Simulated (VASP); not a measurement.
A run of VASP 6.6.1 is set up as follows.

INCAR

```
  ALGO = Normal
  EDIFF = 1E-6
  ENCUT = 520
  GGA = PE
  ISIF = 2
  ISMEAR = 0
  LASPH = True
  LCHARG = False
  LREAL = False
  LWAVE = False
  NBANDS = 18
  NELM = 80
  PREC = Accurate
  SIGMA = 0.1
```

Contents of KPOINTS:

```
k-points
0
Gamma
  6 6 2
```

POSCAR

```
P
1.0
    2.7043222162      0.0000000000      0.0000000000
   -1.3521611081      2.3420117393      0.0000000000
    0.0000000000      0.0000000000      9.2625886189
P
4
Direct
    0.0000000000      0.0000000000      0.0000000000
    0.0000000000      0.0000000000      0.5000000000
    0.3333333333      0.6666666667      0.7500000000
    0.6666666667      0.3333333333      0.2500000000
```

Potentials or basis: VASP PAW PBE potentials, release 64 (P).

The run is started by

```console
$ cat potpaw_PBE.64/P/POTCAR > POTCAR
$ mpirun -np 1 vasp_std > vasp.out
```

Question: Predict the pressure.

Answer: -0.3 GPa.

Question: What does it give for the band gap on the k mesh?

Answer: Zero (bands 10 and 11 overlap by 9.65 eV).

Stress tensor (GPa, compression positive):
```
-0.50  0.00  0.00
 0.00 -0.50  0.00
 0.00  0.00 -0.05
```

Caveat: the k points lie up to 0.45 Å⁻¹ apart, too coarse for converged energies and pressures of a metal.
